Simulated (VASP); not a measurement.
A run of VASP 6.6.1 is set up as follows.

The input INCAR:

```
PREC = Accurate
ENCUT = 520
EDIFF = 1E-6
ISMEAR = -1
SIGMA = 0.05
LREAL = False
LASPH = True
NELM = 80
ALGO = Normal
ISIF = 2
LWAVE = False
LCHARG = True
LELF = True
LVHAR = True
NBANDS = 20
```

Contents of KPOINTS:

```
regular mesh
0
Gamma
  9 9 9
```

Contents of POSCAR:

```
PbO2
1.0
    0.0000000000      2.6468338291      2.6468338291
    2.6468338291      0.0000000000      2.6468338291
    2.6468338291      2.6468338291      0.0000000000
Pb O
1 2
Direct
    0.0000000000      0.0000000000      0.0000000000
    0.7500000000      0.7500000000      0.7500000000
    0.2500000000      0.2500000000      0.2500000000
```

Potentials or basis: VASP PAW LDA potentials, release 64 (Pb_d, O).

Run with:

```bash
$ cat potpaw_LDA.64/Pb_d/POTCAR potpaw_LDA.64/O/POTCAR > POTCAR
$ mpirun -np 1 vasp_std > vasp.out
```

What does it give for the pressure?

-1.0 GPa.

Estimate the band gap on the k mesh.

zero (band 13 reaches 6.12 eV, above the bottom of band 14 at 4.81 eV).

Caveat: spin-orbit coupling is left out, which moves the levels of the heavy elements.
